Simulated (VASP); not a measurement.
Here is a VASP 6.6.1 calculation.

File INCAR:

```
PREC = Accurate
ENCUT = 600
EDIFF = 1E-6
ISMEAR = 0
SIGMA = 0.1
LREAL = F
LASPH = T
NELM = 80
ALGO = Normal
ISIF = 3
LWAVE = F
LCHARG = F
GGA = PE
IBRION = 2
NSW = 90
EDIFFG = -0.04
```

Contents of KPOINTS:

```
Automatic mesh
0
Gamma
  3 3 3
```

File POSCAR:

```
K3S2
1.0
    3.6616072344      2.1140299224      6.6646750323
   -3.6616072344      2.1140299224      6.6646750323
    0.0000000000     -4.2280598450      6.6646750323
K S
6 4
Direct
    0.0562500000      0.4437500000      0.7500000000
    0.7500000000      0.0562500000      0.4437500000
    0.4437500000      0.7500000000      0.0562500000
    0.9437500000      0.5562500000      0.2500000000
    0.2500000000      0.9437500000      0.5562500000
    0.5562500000      0.2500000000      0.9437500000
    0.8521800000      0.8521800000      0.8521800000
    0.6478200000      0.6478200000      0.6478200000
    0.1478200000      0.1478200000      0.1478200000
    0.3521800000      0.3521800000      0.3521800000
```

Potentials or basis: VASP PAW PBE potentials, release 64 (K_sv, S).

Launch:

```sh
$ cat potpaw_PBE.64/K_sv/POTCAR potpaw_PBE.64/S/POTCAR > POTCAR
$ mpirun -np 1 vasp_std > vasp.out
```

Task: Predict the relaxed volume.

Result: 39.21 Å³/atom.

Task: Estimate the relaxed cell.

Result: a = 8.435 Å, b = 8.435 Å, c = 8.435 Å, α = 56.71°, β = 56.71°, γ = 56.71°.

Task: What does it give for the space group after relaxing (to 0.1 Å)?

Result: R-3c (No. 167).

Final structure:
```
K S
1.0
     4.00594    2.31283    7.05304
    -4.00594    2.31283    7.05304
     0.00000   -4.62566    7.05304
K S
6 4
Direct
  0.04775 0.45225 0.75000
  0.75000 0.04775 0.45225
  0.45225 0.75000 0.04775
  0.95225 0.54775 0.25000
  0.25000 0.95225 0.54775
  0.54775 0.25000 0.95225
  0.85010 0.85010 0.85010
  0.64990 0.64990 0.64990
  0.14990 0.14990 0.14990
  0.35010 0.35010 0.35010
```

Caveat: the volume moved by over 15 % at a fixed basis, so the end points are rough.
